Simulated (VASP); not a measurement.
A run of VASP 6.6.1:

The input INCAR:

```
  ALGO = Normal
  EDIFF = 1E-7
  ENCUT = 520
  GGA = PE
  ISIF = 2
  ISMEAR = -1
  LASPH = T
  LCHARG = F
  LREAL = F
  LWAVE = F
  NBANDS = 28
  NELM = 100
  PREC = Accurate
  SIGMA = 0.05
```

The input KPOINTS:

```
k-points
0
Gamma
  14 14 8
```

Contents of POSCAR:

```
InF
1.0
    3.6442862491      0.0000000000      0.0000000000
   -1.8221431245      3.1560444704      0.0000000000
    0.0000000000      0.0000000000      8.9050906643
In F
2 2
Direct
    0.3333333333      0.6666666667      0.0088071711
    0.6666666667      0.3333333333      0.5088071711
    0.3333333333      0.6666666667      0.3671928289
    0.6666666667      0.3333333333      0.8671928289
```

Potentials or basis: VASP PAW PBE potentials, release 64 (In_d, F).

Launch:

```sh
$ cat potpaw_PBE.64/In_d/POTCAR potpaw_PBE.64/F/POTCAR > POTCAR
$ mpirun -np 1 vasp_std > vasp.out
```

Hardware: 1 thread of Intel(R) Xeon(R) Platinum 8488C (Sapphire Rapids), with other jobs on the host.

**Question.** Estimate the wall time of this run.

**Answer.** It took 4.9 min on 1 thread of Intel(R) Xeon(R) Platinum 8488C (Sapphire Rapids), on a shared host, peak memory 0.42 GiB. Counts: scf iterations 16, k points 120.
